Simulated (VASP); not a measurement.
Here is a VASP 6.6.1 calculation.

Contents of INCAR:

```
PREC = Accurate ; ENCUT = 520
EDIFF = 1E-6 ; ISMEAR = 0
SIGMA = 0.01 ; LREAL = False
LASPH = True ; NELM = 100
ALGO = Normal ; ISIF = 2
LWAVE = False ; LCHARG = False
NBANDS = 17
```

KPOINTS

```
regular mesh
0
Gamma
  7 7 7
```

File POSCAR:

```
TePb
1.0
    0.0000000000      3.1907619364      3.1907619364
    3.1907619364      0.0000000000      3.1907619364
    3.1907619364      3.1907619364      0.0000000000
Pb Te
1 1
Direct
    0.0000000000      0.0000000000      0.0000000000
    0.5000000000      0.5000000000      0.5000000000
```

Potentials or basis: VASP PAW LDA potentials, release 64 (Pb_d, Te).

Run with:

```sh
$ cat potpaw_LDA.64/Pb_d/POTCAR potpaw_LDA.64/Te/POTCAR > POTCAR
$ mpirun -np 1 vasp_std > vasp.out
```

(1) Predict the pressure.

Results:

(1) 0.0 GPa.
